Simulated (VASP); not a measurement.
# PtSe2 (P-3m1) in VASP: settings compared

Aim: see how the results for PtSe2 move with the level of theory and the settings. Levels: PBE, r2SCAN. Tasks: single point.

Everything below comes from runs of VASP 6.6.1. Logs are shortened: lines on timing, memory, paths and dates and some standing lists are left out, and cuts for length are marked.

## (1) The cell of the first run

Symmetry: P-3m1, No. 164, trigonal system. The conventional cell has a = 3.756 Å, b = 3.756 Å, c = 6.251 Å, α = 90.00°, β = 90.00°, γ = 120.00°. Pt (site symmetry -3m) has 6 Se at 2.53 Å within 3.3 Å. Within 3.3 Å of Se (site symmetry 3m) lie 3 Pt at 2.53 Å.

## (2) Single point, PBE

INCAR reads:

```
PREC = Accurate ; ENCUT = 520
EDIFF = 1E-6 ; ISMEAR = 0
SIGMA = 0.05 ; LREAL = False
LASPH = True ; NELM = 100
ALGO = Normal ; ISIF = 2
LWAVE = False ; LCHARG = False
GGA = PE ; NBANDS = 18
```

KPOINTS reads:

```
regular mesh
0
Gamma
  6 6 4
```

POSCAR reads:

```
PtSe2
1.0
    3.7560800467      0.0000000000      0.0000000000
   -1.8780400234      3.2528607391      0.0000000000
    0.0000000000      0.0000000000      6.2510067047
Pt Se
1 2
Direct
    0.0000000000      0.0000000000      0.0000000000
    0.3333333333      0.6666666667      0.2086515046
    0.6666666667      0.3333333333      0.7913484954
```

Potentials or basis: VASP PAW PBE potentials, release 64 (Pt, Se).

Started as:

```bash
> cat potpaw_PBE.64/Pt/POTCAR potpaw_PBE.64/Se/POTCAR > POTCAR
> mpirun -np 1 vasp_std > vasp.out
```

OUTCAR:

```text
PREC = Accurate
   ENCUT = 520
   EDIFF = 1E-6
   ISMEAR = 0
   LREAL = False
   LASPH = True
   NELM = 100
   ISIF = 2
   GGA = PE

 ion  position               nearest neighbor table
   1  0.000  0.000  0.000-   2 2.53   3 2.53   3 2.53   2 2.53   3 2.53   2 2.53
   2  0.333  0.667  0.209-   1 2.53   1 2.53   1 2.53
   3  0.667  0.333  0.791-   1 2.53   1 2.53   1 2.53

  LATTYP: Found a hexagonal cell.
 ALAT       =     3.7560800467
 C/A-ratio  =     1.6642368179

  Lattice vectors:

 A1 = (   3.7560800467,   0.0000000000,   0.0000000000)
 A2 = (  -1.8780400234,   3.2528607391,   0.0000000000)
 A3 = (   0.0000000000,   0.0000000000,   6.2510067047)

Analysis of symmetry for initial positions (statically):
=====================================================================
 Subroutine PRICEL returns:
 Original cell was already a primitive cell.

 Routine SETGRP: Setting up the symmetry group for a
 hexagonal supercell.

 Subroutine GETGRP returns: Found 12 space group operations
 (whereof 12 operations were pure point group operations)
 out of a pool of 24 trial point group operations.

The static configuration has the point symmetry D_3d.

Analysis of symmetry for dynamics (positions and initial velocities):
=====================================================================
 Subroutine PRICEL returns:
 Original cell was already a primitive cell.

 Routine SETGRP: Setting up the symmetry group for a
 hexagonal supercell.

 Subroutine GETGRP returns: Found 12 space group operations
 (whereof 12 operations were pure point group operations)
 out of a pool of 24 trial point group operations.

The dynamic configuration has the point symmetry D_3d.

 Subroutine INISYM returns: Found 12 space group operations
 (whereof 12 operations are pure point group operations),
 and found     1 'primitive' translations

----------------------------------------------------------------------------------------

                                     Primitive cell

  volume of cell :      76.3748

  direct lattice vectors                    reciprocal lattice vectors
     3.756080047  0.000000000  0.000000000     0.266235008  0.153710853  0.000000000
    -1.878040023  3.252860739  0.000000000     0.000000000  0.307421707  0.000000000
     0.000000000  0.000000000  6.251006705     0.000000000  0.000000000  0.159974233

  length of vectors
     3.756080047  3.756080047  6.251006705     0.307421707  0.307421707  0.159974233

  position of ions in fractional coordinates (direct lattice)
     0.000000000  0.000000000  0.000000000
     0.333333333  0.666666667  0.208651505
     0.666666667  0.333333333  0.791348495

  ion indices of the primitive-cell ions
   primitive index   ion index
                 1           1
                 2           2
                 3           3

----------------------------------------------------------------------------------------

 KPOINTS: regular mesh

Automatic generation of k-mesh.
 Grid dimensions read from file:
 generate k-points for:    6    6    4

 Generating k-lattice:

  Cartesian coordinates                     Fractional coordinates (reciprocal lattice)
     0.044372501  0.025618476  0.000000000     0.166666667 -0.000000000  0.000000000
     0.000000000  0.051236951  0.000000000     0.000000000  0.166666667  0.000000000
     0.000000000  0.000000000  0.039993558     0.000000000  0.000000000  0.250000000

  Length of vectors
     0.051236951  0.051236951  0.039993558

  Shift w.r.t. Gamma in fractional coordinates (k-lattice)
     0.000000000  0.000000000  0.000000000

 Subroutine IBZKPT returns following result:
 ===========================================

 Found     24 irreducible k-points:

 Following reciprocal coordinates:
            Coordinates               Weight
  0.000000  0.000000  0.000000      1.000000
  0.166667  0.000000  0.000000      6.000000
  0.333333  0.000000  0.000000      6.000000
  0.500000  0.000000  0.000000      3.000000
  0.166667  0.166667  0.000000      6.000000
  0.333333  0.166667  0.000000     12.000000
[... 16 lines left out ...]
  0.333333  0.166667  0.500000     12.000000
  0.333333  0.333333  0.500000      2.000000
   k-points           NKPTS =     24   k-points in BZ     NKDIM =     24   number of bands    NBANDS=     18
   number of dos      NEDOS =    301   number of ions     NIONS =      3
   total plane-waves  NPLWV =  37632
   dimension x,y,z NGX =    28 NGY =   28 NGZ =   48
   dimension x,y,z NGXF=    56 NGYF=   56 NGZF=   96
   ions per type =               1   2
   NGX,Y,Z   is equivalent  to a cutoff of  12.39, 12.39, 12.77 a.u.
   NGXF,Y,Z  is equivalent  to a cutoff of  24.79, 24.79, 25.53 a.u.
 SYSTEM =  unknown system
   PREC   = accura    normal or accurate (medium, high low for compatibility)
   ISTART =      0    job   : 0-new  1-cont  2-samecut
   ICHARG =      2    charge: 1-file 2-atom 10-const
   ISPIN  =      1    spin polarized calculation?
   LNONCOLLINEAR =      F non collinear calculations
   LSORBIT =      F    spin-orbit coupling
   LASPH  =      T    aspherical Exc in radial PAW
   ENCUT  =  520.0 eV  38.22 Ry    6.18 a.u.   6.98  6.98 11.62*2*pi/ulx,y,z
   NELM   =    100;   NELMIN=  2; NELMDL= -5     # of ELM steps
   EDIFF  = 0.1E-05   stopping-criterion for ELM
   LREAL  =      F    real-space projection
   EDIFFG = 0.1E-04   stopping-criterion for IOM
   NSW    =      0    number of steps for IOM
   IBRION =     -1    ionic relax: 0-MD 1-quasi-New 2-CG
   NFREE  =      0    steps in history (QN), initial steepest desc. (CG)
   ISIF   =      2    stress and relaxation
   ISYM   =      2    0-nonsym 1-usesym 2-fastsym
   POTIM  = 0.5000    time-step for ionic-motion
   TEBEG  =    0.0;   TEEND  =   0.0 temperature during run
   PSTRESS=    0.0 pullay stress
   NELECT =      22.0000    total number of electrons
   NUPDOWN=      -1.0000    fix difference up-down
   EMIN   =  10.00;   EMAX   =-10.00  energy-range for DOS
   EFERMI =   0.00;   METHOD = LEGACY
   ISMEAR =     0;   SIGMA  =   0.05  broadening in eV -4-tet -1-fermi 0-gaus
   EFERMI_NEDOS =   21; number of points for ismear=-14 and -15
   IALGO  =     38    algorithm
   IMIX   =      4    mixing-type and parameters
     AMIX     =   0.40;   BMIX     =  1.00
     AMIX_MAG =   1.60;   BMIX_MAG =  1.00
  volume/ion in A,a.u.               =      25.46       171.80
  Fermi-wavevector in a.u.,A,eV,Ry     =   1.081182  2.043138 15.904603  1.168955
  Thomas-Fermi vector in A             =   2.217192
   LORBIT       =      0    0 simple, 1 ext, 2 COOP (PROOUT), +10 PAW based schemes
   GGA     = PE    functional components
   LHFCALC =     F    Hartree Fock is set to
   AEXX    =    0.0000 exact exchange contribution
   IVDW    =     0    specifies the selected vdW correction
   LEPSILON=     F    determine dielectric tensor
   LRPA    =     F    only Hartree local field effects (RPA)
 non-spin polarized calculation
 Gauss-broadening in eV      SIGMA  =   0.05
  energy-cutoff  :      520.00
  volume of cell :       76.37
 maximum number of plane-waves:      2066
   NGX = 13   NGY = 13   NGZ = 23

 number of electron      21.9999997 magnetization

 Free energy of the ion-electron system (eV)
  ---------------------------------------------------
  ext. energy  EPLUGINS =         0.00000000
  ---------------------------------------------------
  free energy    TOTEN  =       -14.30070204 eV

  energy without entropy =      -14.30070204  energy(sigma->0) =      -14.30070204

 E-fermi :   3.7486     XC(G=0):  -9.2302

 val. band max:        3.4648596158   @ k =   0.1667   0.0000   0.0000
 cond. band min:       4.5197588261   @ k =   0.0000   0.3333   0.2500
 fundamental gap:      1.0548992103
 Fermi energy:         3.7485896468

 k-point     1 :       0.0000    0.0000    0.0000
  band No.  band energies     occupation
      1     -10.8308      2.00000
      2      -8.9526      2.00000
      3      -2.0851      2.00000
      4      -1.9026      2.00000
      5      -1.9026      2.00000
      6       0.3386      2.00000
[... 10 lines left out ...]
     17      11.4768      0.00000
     18      12.9890      0.00000

 k-point     2 :       0.1667    0.0000    0.0000
  band No.  band energies     occupation
      1     -10.5522      2.00000
      2      -8.9900      2.00000
      3      -1.8916      2.00000
      4      -1.7624      2.00000
      5      -1.7368      2.00000
      6      -0.1368      2.00000
[... 10 lines left out ...]
     17      12.4197      0.00000
     18      12.9566      0.00000

 k-point     3 :       0.3333    0.0000    0.0000
  band No.  band energies     occupation
      1      -9.8761      2.00000
      2      -9.0878      2.00000
      3      -2.1259      2.00000
      4      -1.4742      2.00000
      5      -1.2728      2.00000
      6      -0.7658      2.00000
[... 10 lines left out ...]
     17      12.6555      0.00000
     18      13.0476      0.00000

 k-point     4 :       0.5000    0.0000    0.0000
  band No.  band energies     occupation
      1      -9.3629      2.00000
      2      -9.2354      2.00000
      3      -2.8316      2.00000
      4      -1.4232      2.00000
      5      -0.7475      2.00000
      6      -0.4168      2.00000
[... 375 lines left out ...]
      4      -1.6844      2.00000
      5      -1.2321      2.00000
      6      -0.4115      2.00000
[... 10 lines left out ...]
     17      12.2475      0.00000
     18      12.2495      0.00000

 k-point    23 :       0.3333    0.1667    0.5000
  band No.  band energies     occupation
      1      -9.4186      2.00000
      2      -9.1795      2.00000
      3      -2.4424      2.00000
      4      -1.6135      2.00000
      5      -1.0200      2.00000
      6      -0.3181      2.00000
[... 10 lines left out ...]
     17      12.0469      0.00000
     18      13.0499      0.00000

 k-point    24 :       0.3333    0.3333    0.5000
  band No.  band energies     occupation
      1      -9.1954      2.00000
      2      -9.1954      2.00000
      3      -2.0267      2.00000
      4      -1.6734      2.00000
      5      -1.6734      2.00000
      6      -0.2369      2.00000
[... 10 lines left out ...]
     17      11.3776      0.00000
     18      13.8009      0.00000

------------------------ aborting loop because EDIFF is reached ----------------------------------------

  FORCE on cell =-STRESS in cart. coord.  units (eV):
  Direction    XX          YY          ZZ          XY          YZ          ZX
  --------------------------------------------------------------------------------------
  -------------------------------------------------------------------------------------
  Total       -0.0332754     -0.0332754     -0.0006645      0.0000000      0.0000000     -0.0000000
  in kB       -0.6980445     -0.6980445     -0.0139396      0.0000000      0.0000000     -0.0000000
  external PRESSURE =      -0.4700095 kB  Pullay stress =       0.0000000 kB

 VOLUME and BASIS-vectors are now :
 -----------------------------------------------------------------------------
  energy-cutoff  :      520.00
  volume of cell :       76.37
      direct lattice vectors                 reciprocal lattice vectors
     3.756080047  0.000000000  0.000000000     0.266235008  0.153710853  0.000000000
    -1.878040023  3.252860739  0.000000000     0.000000000  0.307421707  0.000000000
     0.000000000  0.000000000  6.251006705     0.000000000  0.000000000  0.159974233

 POSITION                                       TOTAL-FORCE (eV/Angst)
 -----------------------------------------------------------------------------------
      0.00000      0.00000      0.00000        -0.000000      0.000000      0.000000
     -0.00000      2.16857      1.30428         0.000000      0.000000     -0.012334
      1.87804      1.08429      4.94672        -0.000000      0.000000      0.012334
 -----------------------------------------------------------------------------------
    total drift:                               -0.000000     -0.000000      0.000000

  FREE ENERGIE OF THE ION-ELECTRON SYSTEM (eV)
  ---------------------------------------------------
  free  energy   TOTEN  =       -14.3007020410 eV

  energy  without entropy=      -14.3007020410  energy(sigma->0) =      -14.30070204
```

Run time: 21 s. Hardware: 1 thread of Intel Xeon Platinum 8559C (Emerald Rapids), shared host; peak memory 0.2 GiB.

What came out:

* Free energy: -14.3007 eV
* Pressure: 0.0 GPa
* Largest force: 0.012 eV/Å
* Band gap on the k mesh: 1.05 eV, indirect (least direct gap 1.36 eV)

Forces on the atoms (eV/Å):
```
Pt   0.000  0.000  0.000
Se   0.000  0.000 -0.012
Se   0.000  0.000  0.012
```

Levels at points of the mesh, in eV from the valence-band top:
| k point | band 9 | band 10 | band 11 | band 12 | band 13 | band 14 |
| --- | --- | --- | --- | --- | --- | --- |
| (0.00, 0.00, 0.00) | -0.36 | -0.36 | -0.13 | 2.51 | 2.51 | 4.15 |
| (0.50, 0.00, 0.00) | -2.23 | -2.22 | -2.03 | 1.79 | 2.45 | 4.65 |
| (0.00, 0.00, 0.50) | -1.34 | -0.41 | -0.41 | 2.62 | 2.62 | 5.21 |
| (0.50, 0.00, 0.50) | -2.32 | -2.13 | -1.37 | 2.06 | 2.21 | 4.34 |

Caveat: spin-orbit coupling is left out, which moves the levels of the heavy elements; this functional lacks dispersion, which binds the layers, so the pressure and a relaxed spacing across them are unreliable. A hybrid or GW would open this gap; PBE tends to underestimate it.

## (3) Single point, r2SCAN (volume scaled by 0.960)

POSCAR reads:

```
PtSe2
1.0
    3.7185540452      0.0000000000      0.0000000000
   -1.8592770226      3.2203622684      0.0000000000
    0.0000000000      0.0000000000      5.5906584281
Pt Se
1 2
Direct
    0.0000000000      0.0000000000      0.0000000000
    0.3333333333      0.6666666667      0.2339045094
    0.6666666667      0.3333333333      0.7660954906
```

INCAR.step1 reads:

```
SYSTEM = PtSe2
ALGO = Normal
EDIFF = 1E-4
ENCUT = 520
GGA = PE
ISMEAR = 0
LASPH = .True.
LCHARG = .False.
LREAL = .False.
LWAVE = .True.
NBANDS = 18
NELM = 100
PREC = Accurate
SIGMA = 0.05
```

INCAR.step2 reads:

```
SYSTEM = PtSe2
ALGO = Normal
EDIFF = 1E-6
ENCUT = 520
ISIF = 2
ISMEAR = 0
ISTART = 1
LASPH = .True.
LCHARG = .False.
LMIXTAU = .True.
LREAL = .False.
LWAVE = .False.
METAGGA = R2SCAN
NBANDS = 18
NELM = 100
PREC = Accurate
SIGMA = 0.05
```

KPOINTS reads:

```
k-points
0
Gamma
  8 8 4
  0 0 0
```

Potentials or basis: VASP PAW PBE potentials, release 64 (Pt, Se).

Started as:

```bash
> cat potpaw_PBE.64/Pt/POTCAR potpaw_PBE.64/Se/POTCAR > POTCAR
> cp INCAR.step1 INCAR
> mpirun -np 1 vasp_std > vasp.out
> cp INCAR.step2 INCAR
> mpirun -np 1 vasp_std > vasp.out
```

OUTCAR:

```text
SYSTEM = PtSe2
   EDIFF = 1E-6
   ENCUT = 520
   ISIF = 2
   ISMEAR = 0
   ISTART = 1
   LASPH = .True.
   LREAL = .False.
   METAGGA = R2SCAN
   NELM = 100
   PREC = Accurate

 ion  position               nearest neighbor table
   1  0.000  0.000  0.000-   2 2.51   3 2.51   2 2.51   3 2.51   3 2.51   2 2.51
   2  0.333  0.667  0.234-   1 2.51   1 2.51   1 2.51
   3  0.667  0.333  0.766-   1 2.51   1 2.51   1 2.51

  LATTYP: Found a hexagonal cell.
 ALAT       =     3.7185540452
[... 198 lines left out ...]
      6       1.0823      2.00000
[... 481 lines left out ...]
      5      -0.5015      2.00000
      6       0.1827      2.00000
[... 10 lines left out ...]
     17      14.3448      0.00000
     18      14.7650      0.00000

 [... further k-points ...]
[... 5 lines left out ...]
  --------------------------------------------------------------------------------------
  -------------------------------------------------------------------------------------
  Total        0.2874524      0.2874524      0.2547901      0.0000000      0.0000000      0.0000000
  in kB        6.8791484      6.8791484      6.0974924      0.0000000      0.0000000      0.0000000
  external PRESSURE =       6.6185964 kB  Pullay stress =       0.0000000 kB

 VOLUME and BASIS-vectors are now :
 -----------------------------------------------------------------------------
  energy-cutoff  :      520.00
  volume of cell :       66.95
      direct lattice vectors                 reciprocal lattice vectors
     3.718554045  0.000000000  0.000000000     0.268921734  0.155262035  0.000000000
    -1.859277023  3.220362268  0.000000000     0.000000000  0.310524070  0.000000000
     0.000000000  0.000000000  5.590658428     0.000000000  0.000000000  0.178869808

 POSITION                                       TOTAL-FORCE (eV/Angst)
 -----------------------------------------------------------------------------------
      0.00000      0.00000      0.00000        -0.000000      0.000000      0.000000
     -0.00000      2.14691      1.30768         0.000000      0.000000      0.011430
      1.85928      1.07345      4.28298        -0.000000      0.000000     -0.011430
 -----------------------------------------------------------------------------------
    total drift:                                0.000000     -0.000000     -0.000000

  FREE ENERGIE OF THE ION-ELECTRON SYSTEM (eV)
  ---------------------------------------------------
  free  energy   TOTEN  =       -81.4923559616 eV

  energy  without entropy=      -81.4923559612  energy(sigma->0) =      -81.49235596
```

Wall time 2.1 min (1 thread of Intel Xeon Platinum 8559C (Emerald Rapids), shared host); peak memory 0.2 GiB.

What came out:

```yaml
Free_energy: -81.4924 eV
Pressure: 0.7 GPa
Largest_force: 0.011 eV/Å
Band_gap_on_the_k_mesh: 0.37 eV, indirect (least direct gap 0.69 eV)
```

Forces on the atoms (eV/Å):
```
Pt   0.000  0.000  0.000
Se   0.000  0.000  0.011
Se   0.000  0.000 -0.011
```

Levels at points of the mesh, in eV from the valence-band top:
```tsv
k point	band 9	band 10	band 11	band 12	band 13	band 14
(0.00, 0.00, 0.00)	-0.85	-0.85	0.00	2.06	2.06	4.70
(0.50, 0.00, 0.00)	-3.12	-2.97	-2.82	1.24	2.35	4.92
(0.00, 0.00, 0.50)	-1.71	-1.04	-1.04	2.45	2.45	5.39
(0.50, 0.00, 0.50)	-3.03	-2.65	-1.60	1.64	1.89	4.50
```

Caveat: the PAW data sets were made with another functional, which shifts forces and pressure a little; spin-orbit coupling is left out, which moves the levels of the heavy elements. A k mesh can miss the band edges.

(Part 1 of 2 ends here.)
